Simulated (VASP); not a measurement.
Set up this calculation in VASP 6.6.1, as the native input.

```
Task                   : single point
Functional             : PBEsol
Potentials or basis    : VASP PAW PBE potentials, release 64 (Hf_pv)
Cutoff                 : 520 eV
k mesh                 : 16 × 16 × 16
Occupations            : gaussian, width 0.1 eV
Spin                   : no spin polarisation
Dipole correction      : no
Further INCAR settings : ALGO = Normal; EDIFF = 1e-07; NBANDS = 11
```

The structure of Hf lies in POSCAR:

```
Hf
1.0
    0.0000000000      2.1322434000      2.1322434000
    2.1322434000      0.0000000000      2.1322434000
    2.1322434000      2.1322434000      0.0000000000
Hf
1
Direct
    0.0000000000      0.0000000000      0.0000000000
```

This cell differs from its parent crystal: strained.

These files were run (other wordings do the same):

INCAR

```
SYSTEM = Hf
  PREC = Accurate
  ENCUT = 520
  EDIFF = 1E-7
  ISMEAR = 0
  SIGMA = 0.1
  LREAL = .FALSE.
  LASPH = .TRUE.
  NELM = 80
  ALGO = Normal
  ISIF = 2
  LWAVE = .FALSE.
  LCHARG = .FALSE.
  GGA = PS
  NBANDS = 11
```

KPOINTS

```
Automatic mesh
0
G
  16 16 16
  0 0 0
```

Potentials or basis: VASP PAW PBE potentials, release 64 (Hf_pv).

The run is started by

```sh
$ cat potpaw_PBE.64/Hf_pv/POTCAR > POTCAR
$ mpirun -np 1 vasp_std > vasp.out
```

It gave:

* Pressure: 13.3 GPa
* Band gap on the k mesh: zero (band 5 reaches 7.04 eV, above the bottom of band 6 at 5.15 eV)

Caveat: the cell differs from its parent crystal (strained); the PAW data sets were made with another functional, which shifts forces and pressure a little; spin-orbit coupling is left out, which moves the levels of the heavy elements.

Wall time 12 s on 1 thread of Intel(R) Xeon(R) Platinum 8488C (Sapphire Rapids) (shared host), peak memory 0.16 GiB.
